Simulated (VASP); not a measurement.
Write the native input for VASP 6.6.1 that does the following.

| Item | Value |
| --- | --- |
| Task | single point |
| Functional | PBEsol |
| Potentials or basis | VASP PAW PBE potentials, release 64 (Fe, O) |
| Cutoff | 520 eV |
| k mesh | 11 × 11 × 11 |
| Occupations | fermi-dirac, width 0.05 eV |
| Spin | collinear spin, ferromagnetic start |
| Starting moments | [3.0, 0.0] μB |
| Dipole correction | no |
| Further INCAR settings | ALGO = Normal; EDIFF = 1e-06; NBANDS = 18 |

The structure of FeO (Wuestite) lies in POSCAR:

```
FeO
1.0
    1.4788202506      0.8537972698      2.4152205215
   -1.4788202506      0.8537972698      2.4152205215
    0.0000000000     -1.7075945396      2.4152205215
Fe O
1 1
Direct
    0.0000000000      0.0000000000      0.0000000000
    0.5000000000      0.5000000000      0.5000000000
```

One way to write it, as run:

INCAR

```
SYSTEM = FeO
PREC     = Accurate       ! precision mode
ENCUT    = 520            ! plane-wave cutoff, eV
EDIFF    = 1E-6           ! SCF threshold, eV
ISMEAR   = -1             ! smearing method
SIGMA    = 0.05           ! smearing width, eV
LREAL    = .False.        ! projectors in reciprocal space
LASPH    = .True.         ! aspherical terms in the spheres
NELM     = 150            ! most SCF steps
ALGO     = Normal         ! electronic algorithm
ISIF     = 2              ! what is computed and relaxed
LWAVE    = .False.        ! write WAVECAR
LCHARG   = .False.        ! write CHGCAR
ISPIN    = 2              ! spin polarisation
MAGMOM   = 3 0            ! initial moments
LORBIT   = 11             ! projections on sites
LMAXMIX  = 4              ! l up to which the mixer works
GGA      = PS             ! functional
NBANDS   = 18             ! bands
```

KPOINTS

```
Automatic mesh
0
Gamma
  11 11 11
  0 0 0
```

Potentials or basis: VASP PAW PBE potentials, release 64 (Fe, O).

Command:

```console
$ cat potpaw_PBE.64/Fe/POTCAR potpaw_PBE.64/O/POTCAR > POTCAR
$ mpirun -np 1 vasp_std > vasp.out
```

Results of the run:

```
Pressure                                              : 10.5 GPa
Band gap on the k mesh                                : zero (filled and empty bands overlap)
Net moment                                            : 3.97 μB per cell
Site moments                                          : Fe +3.58; O +0.32 μB
Valence electrons inside the program's atomic spheres : Fe 6.91; O 5.02
```

Caveat: the PAW data sets were made with another functional, which shifts forces and pressure a little; a cell with one magnetic atom can't hold antiferromagnetic order, which such compounds often take; semilocal functionals often make such compounds metallic where correlation or magnetic order opens a gap, which also shifts bond lengths.

Wall time 35 s on 1 thread of Intel(R) Xeon(R) 6975P-C (Granite Rapids), on a shared host, peak memory 0.2 GiB.
